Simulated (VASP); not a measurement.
Wanted: the native input for a VASP 6.6.1 run.

```
Task                   : relaxation of cell and atoms
Functional             : LDA
Potentials or basis    : VASP PAW LDA potentials, release 64 (In_d)
Cutoff                 : 600 eV
k mesh                 : 8 × 8 × 8
Occupations            : fermi-dirac, width 0.1 eV
Spin                   : no spin polarisation
Dipole correction      : no
Further INCAR settings : ALGO = Normal; EDIFF = 1e-07; IBRION = 2; EDIFFG = -0.01; NSW = 80; ISIF = 3
```

The structure of In lies in POSCAR:

```
In
1.0
    0.0000000000      3.2801942926      3.2801942926
    3.2801942926      0.0000000000      3.2801942926
    3.2801942926      3.2801942926      0.0000000000
In
2
Direct
    0.1250000000      0.1250000000      0.1250000000
    0.8750000000      0.8750000000      0.8750000000
```

One way to write it, as run:

INCAR

```
PREC     = Accurate       # precision mode
ENCUT    = 600            # plane-wave cutoff, eV
EDIFF    = 1E-7           # SCF threshold, eV
ISMEAR   = -1             # smearing method
SIGMA    = 0.1            # smearing width, eV
LREAL    = F              # projectors in reciprocal space
LASPH    = T              # aspherical terms in the spheres
NELM     = 80             # most SCF steps
ALGO     = Normal         # electronic algorithm
ISIF     = 3              # what is computed and relaxed
LWAVE    = F              # write WAVECAR
LCHARG   = F              # write CHGCAR
IBRION   = 2              # ionic algorithm
NSW      = 80             # ionic steps
EDIFFG   = -0.01          # ionic threshold
```

KPOINTS

```
Automatic mesh
0
Gamma
  8 8 8
```

Potentials or basis: VASP PAW LDA potentials, release 64 (In_d).

Command:

```console
$ cat potpaw_LDA.64/In_d/POTCAR > POTCAR
$ mpirun -np 1 vasp_std > vasp.out
```

Results of the run:

The relaxed volume is 33.85 Å³/atom. The relaxed cell is a = 4.575 Å, b = 4.575 Å, c = 4.575 Å, α = 60.00°, β = 60.00°, γ = 60.00°, the space group after relaxing (to 0.05 Å) is Fd-3m (No. 227) and the energy gained by relaxing is 6.0 meV/atom. The ionic steps are 3 and the pressure after relaxing is 0.0 GPa. The band gap on the k mesh is zero (band 13 reaches 6.78 eV, above the bottom of band 14 at 2.96 eV).

Caveat: spin-orbit coupling is left out, which moves the levels of the heavy elements.

Run time: 43 s on 1 thread of Intel(R) Xeon(R) 6975P-C (Granite Rapids), on a shared host, peak memory 0.22 GiB.
